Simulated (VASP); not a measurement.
Input of a VASP 6.6.1 run:

File INCAR:

```
SYSTEM = MnGe
  PREC = Accurate
  ENCUT = 520
  EDIFF = 1E-6
  ISMEAR = 0
  SIGMA = 0.1
  LREAL = .FALSE.
  LASPH = .TRUE.
  NELM = 150
  ALGO = Fast
  ISIF = 2
  LWAVE = .FALSE.
  LCHARG = .FALSE.
  ISPIN = 2
  MAGMOM = 2.1 2.1 2.1 2.1 0 0 0 0
  LORBIT = 11
  LMAXMIX = 4
  GGA = PS
  NBANDS = 68
```

KPOINTS

```
regular mesh
0
G
  8 8 8
  0 0 0
```

Contents of POSCAR:

```
MnGe
1.0
    4.4844494853      0.0000000000      0.0000000000
    0.0000000000      4.4844494853      0.0000000000
    0.0000000000      0.0000000000      4.4844494853
Mn Ge
4 4
Direct
    0.6386063141      0.1386063141      0.3613936859
    0.1386063141      0.3613936859      0.6386063141
    0.3613936859      0.6386063141      0.1386063141
    0.8613936859      0.8613936859      0.8613936859
    0.3440763395      0.8440763395      0.6559236605
    0.8440763395      0.6559236605      0.3440763395
    0.6559236605      0.3440763395      0.8440763395
    0.1559236605      0.1559236605      0.1559236605
```

Potentials or basis: VASP PAW PBE potentials, release 64 (Mn_pv, Ge_d).

Run with:

```sh
$ cat potpaw_PBE.64/Mn_pv/POTCAR potpaw_PBE.64/Ge_d/POTCAR > POTCAR
$ mpirun -np 1 vasp_std > vasp.out
```

Problem. Predict the net moment.

Solution. 3.76 μB per cell.

Problem. Predict the largest force.

Solution. 0.015 eV/Å.

Forces in eV/Å, atoms in the order of the input:
```
Mn   0.009  0.009 -0.009
Mn   0.009 -0.009  0.009
Mn  -0.009  0.009  0.009
Mn  -0.009 -0.009 -0.009
Ge  -0.001 -0.001  0.001
Ge  -0.001  0.001 -0.001
Ge   0.001 -0.001 -0.001
Ge   0.001  0.001  0.001
```

Caveat: the PAW data sets were made with another functional, which shifts forces and pressure a little.
